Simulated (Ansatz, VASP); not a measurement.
**One calculation of SnO2, two programs**

File INCAR:

```
ALGO = Normal ; EDIFF = 1E-6
ENCUT = 520 ; GGA = CA
ISIF = 2 ; ISMEAR = 0
LASPH = True ; LCHARG = True
LELF = True ; LREAL = False
LVHAR = True ; LWAVE = False
NBANDS = 35 ; NELM = 80
PREC = Accurate ; SIGMA = 0.05
```

File KPOINTS:

```
k-points
0
Gamma
  10 10 10
```

The input POSCAR:

```
SnO2
1.0
   -2.0000686112      2.0000686112      5.1236788559
    2.0000686112     -2.0000686112      5.1236788559
    2.0000686112      2.0000686112     -5.1236788559
Sn O
2 4
Direct
    0.7500000000      0.2500000000      0.5000000000
    0.0000000000      0.0000000000      0.0000000000
    0.7965225900      0.7965225900      0.0000000000
    0.9534774100      0.4534774100      0.5000000000
    0.2034774100      0.2034774100      0.0000000000
    0.5465225900      0.0465225900      0.5000000000
```

Input for Ansatz:

```yaml
crystal:
  lattice:
    - [-2.0000686112, 2.0000686112, 5.1236788559]
    - [2.0000686112, -2.0000686112, 5.1236788559]
    - [2.0000686112, 2.0000686112, -5.1236788559]
  atoms:
    - { symbol: Sn, position: [0.75, 0.25, 0.5] }
    - { symbol: Sn, position: [0.0, 0.0, 0.0] }
    - { symbol: O, position: [0.79652259, 0.79652259, 0.0] }
    - { symbol: O, position: [0.95347741, 0.45347741, 0.5] }
    - { symbol: O, position: [0.20347741, 0.20347741, 0.0] }
    - { symbol: O, position: [0.54652259, 0.04652259, 0.5] }
basis:
  ecutwfc: 420
kpoints:
  mp_grid: { grid: [10, 10, 10] }
hamiltonian:
  xc: lda
scf:
  occupations: { method: gaussian, width: 0.05 }
output:
  forces: true
  stress: true
  eigenvalues: true
```

Alike in both runs: task single point; functional LDA; k mesh 10 × 10 × 10; occupations gaussian, width 0.05 eV; no spin polarisation.

```csv
,VASP,Ansatz
version,VASP 6.6.1,Ansatz 0.2.0
potentials or method,"VASP PAW LDA potentials, release 64 (Sn_d, O), cutoff 520 eV","scalar-relativistic, plane waves, PAW"
valence electrons in the cell,52,52
```

```csv
,VASP,Ansatz,Ansatz less VASP
gap on the k mesh at the Fermi level (eV),1.52,1.49,-0.029
least direct gap on the mesh (eV),1.91,1.88,-0.031
pressure (GPa),-3.0,-3.9,-0.85
"traceless stress, the component that is largest in VASP (GPa)",-0.62,-0.83,-0.209
rms of the force components (eV/Å),0.074,0.091,+0.0161
```

LDA's correlation is that of Perdew and Zunger in VASP and of Perdew and Wang (1992) in Ansatz. Atom by atom the forces differ by 0.016 eV/Å (rms over components).
